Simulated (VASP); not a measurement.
Wanted: the native input for a VASP 6.6.1 run.

```
Task                   : single point
Functional             : r2SCAN
Potentials or basis    : VASP PAW PBE potentials, release 64 (Eu)
Cutoff                 : 520 eV
k mesh                 : 7 × 7 × 7
Occupations            : fermi-dirac, width 0.1 eV
Spin                   : collinear spin, ferromagnetic start
Starting moments       : [4.9] μB
Dipole correction      : no
Further INCAR settings : ALGO = Normal; EDIFF = 1e-06; NBANDS = 18
```

The system is Eu.

```
Eu
1.0
     0.00000    2.67294    2.67294
     2.67294    0.00000    2.67294
     2.67294    2.67294    0.00000
Eu
1
Direct
  0.00000 0.00000 0.00000
```

One way to write it, as run:

POSCAR

```
Eu
1.0
    0.0000000000      2.6729440592      2.6729440592
    2.6729440592      0.0000000000      2.6729440592
    2.6729440592      2.6729440592      0.0000000000
Eu
1
Direct
    0.0000000000      0.0000000000      0.0000000000
```

INCAR.step1

```
SYSTEM = Eu
PREC     = Accurate       ! precision mode
ENCUT    = 520            ! plane-wave cutoff, eV
ISMEAR   = -1             ! smearing method
SIGMA    = 0.1            ! smearing width, eV
LREAL    = .FALSE.        ! projectors in reciprocal space
LASPH    = .TRUE.         ! aspherical terms in the spheres
NELM     = 150            ! most SCF steps
ISPIN    = 2              ! spin polarisation
MAGMOM   = 4.9            ! initial moments
LMAXMIX  = 6              ! l up to which the mixer works
NBANDS   = 18             ! bands
GGA      = PE             ! functional
ALGO     = Normal         ! electronic algorithm
EDIFF    = 1E-4           ! SCF threshold, eV
LWAVE    = .TRUE.         ! write WAVECAR
LCHARG   = .FALSE.        ! write CHGCAR
```

INCAR.step2

```
SYSTEM = Eu
PREC     = Accurate       ! precision mode
ENCUT    = 520            ! plane-wave cutoff, eV
EDIFF    = 1E-6           ! SCF threshold, eV
ISMEAR   = -1             ! smearing method
SIGMA    = 0.1            ! smearing width, eV
LREAL    = .FALSE.        ! projectors in reciprocal space
LASPH    = .TRUE.         ! aspherical terms in the spheres
NELM     = 150            ! most SCF steps
ALGO     = Normal         ! electronic algorithm
ISIF     = 2              ! what is computed and relaxed
LWAVE    = .FALSE.        ! write WAVECAR
LCHARG   = .FALSE.        ! write CHGCAR
ISPIN    = 2              ! spin polarisation
MAGMOM   = 4.9            ! initial moments
LORBIT   = 11             ! projections on sites
LMAXMIX  = 6              ! l up to which the mixer works
METAGGA  = R2SCAN         ! meta-GGA
LMIXTAU  = .TRUE.       
NBANDS   = 18             ! bands
ISTART   = 1
```

KPOINTS

```
Automatic mesh
0
G
  7 7 7
  0 0 0
```

Potentials or basis: VASP PAW PBE potentials, release 64 (Eu).

Launch:

```bash
$ cat potpaw_PBE.64/Eu/POTCAR > POTCAR
$ cp INCAR.step1 INCAR
$ mpirun -np 1 vasp_std > vasp.out
$ cp INCAR.step2 INCAR
$ mpirun -np 1 vasp_std > vasp.out
```

It gave:

The pressure is 1.3 GPa, the net moment is 7.77 μB per cell and the site moments are Eu +6.72 μB. The valence electrons inside the program's atomic spheres are Eu 14.82.

Caveat: the PAW data sets were made with another functional, which shifts forces and pressure a little.

It took 100 s on 1 thread of Intel(R) Xeon(R) Platinum 8559C (Emerald Rapids) (shared host), peak memory 0.2 GiB.
